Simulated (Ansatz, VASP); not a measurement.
## TaN in VASP and in Ansatz

```xyz
4
Lattice="3.1238 0.0000 0.0000 -1.5619 2.7053 0.0000 0.0000 0.0000 6.0477" Properties=species:S:1:pos:R:3 pbc="T T T"
Ta    0.0000    1.8035    0.1808
Ta    1.5619    0.9018    3.2047
N     0.0000    1.8035    2.1475
N     1.5619    0.9018    5.1714
```

Alike in both runs: functional PBEsol; k mesh 10 × 10 × 5; occupations fermi-dirac, width 0.02 eV; no spin polarisation.

Ansatz relaxed the structure, and its values are those at the end. VASP's run is a single point on that final structure, the one shown.

|  | VASP | Ansatz |
| --- | --- | --- |
| version | VASP 6.6.1 | Ansatz 0.2.0 |
| potentials or method | VASP PAW PBE potentials, release 64 (Ta_pv, N) | PAW with Ansatz's default frozen-core files, scalar-relativistic |
| plane-wave cutoff (eV) | 600 | 420 |
| valence electrons in the cell | 32 | 36 |

|  | VASP | Ansatz | Ansatz less VASP |
| --- | --- | --- | --- |
| pressure (GPa) | 0.6 | 0.0 | -0.62 |
| rms of the force components (eV/Å) | 0.013 | 0.000 | -0.0123 |

VASP's potentials were made for PBE, not for PBEsol. The functional is the same, so the differences come from potentials, cutoffs and numerics. VASP's potentials hold 32 valence electrons a cell and Ansatz's 36, so a difference there can come from the potentials and not from the codes.

Neither program's run includes spin-orbit coupling.
